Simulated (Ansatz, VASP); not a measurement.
Pt in VASP and in Ansatz

File INCAR:

```
PREC     = Accurate       # precision mode
ENCUT    = 520            # plane-wave cutoff, eV
EDIFF    = 1E-6           # SCF threshold, eV
ISMEAR   = 0              # smearing method
SIGMA    = 0.15           # smearing width, eV
LREAL    = False          # projectors in reciprocal space
LASPH    = True           # aspherical terms in the spheres
NELM     = 60             # most SCF steps
ALGO     = Normal         # electronic algorithm
ISIF     = 2              # what is computed and relaxed
LWAVE    = False          # write WAVECAR
LCHARG   = False          # write CHGCAR
GGA      = CA             # functional
NBANDS   = 11             # bands
```

File KPOINTS:

```
regular mesh
0
Gamma
  22 22 22
```

File POSCAR:

```
Pt
1.0
    0.0000000000      2.2709728354      1.4736342729
    2.2709728354      0.0000000000      1.4736342729
    2.2709728354      2.2709728354      0.0000000000
Pt
1
Direct
    0.0000000000      0.0000000000      0.0000000000
```

Input for Ansatz:

```yaml
crystal:
  lattice:
    - [0.0, 2.2709728354, 1.4736342729]
    - [2.2709728354, 0.0, 1.4736342729]
    - [2.2709728354, 2.2709728354, 0.0]
  atoms:
    - { symbol: Pt, position: [0.0, 0.0, 0.0] }
basis:
  ecutwfc: 420
kpoints:
  mp_grid: { grid: [22, 22, 22] }
hamiltonian:
  xc: lda
scf:
  occupations: { method: gaussian, width: 0.15 }
output:
  forces: true
  stress: true
  eigenvalues: true
```

Alike in both runs: task single point; functional LDA; k mesh 22 × 22 × 22; occupations gaussian, width 0.15 eV; no spin polarisation.

|  | VASP | Ansatz |
| --- | --- | --- |
| version | VASP 6.6.1 | Ansatz 0.2.0 |
| potentials or method | VASP PAW LDA potentials, release 64 (Pt), cutoff 520 eV | scalar-relativistic, plane waves, PAW |
| valence electrons in the cell | 10 | 18 |

```tsv
	VASP	Ansatz	Ansatz less VASP
gap on the k mesh at the Fermi level (eV)	none	none	-
pressure (GPa)	-4.9	-5.6	-0.67
traceless stress, the component that is largest in VASP (GPa)	-6.52	-6.67	-0.156
```

LDA's correlation is that of Perdew and Zunger in VASP and of Perdew and Wang (1992) in Ansatz. A gap of «none» marks a metal or a gap that the smearing closes. VASP's potentials hold 10 valence electrons a cell and Ansatz's 18, so a difference there can come from the potentials and not from the codes.

Spin-orbit coupling is off throughout.
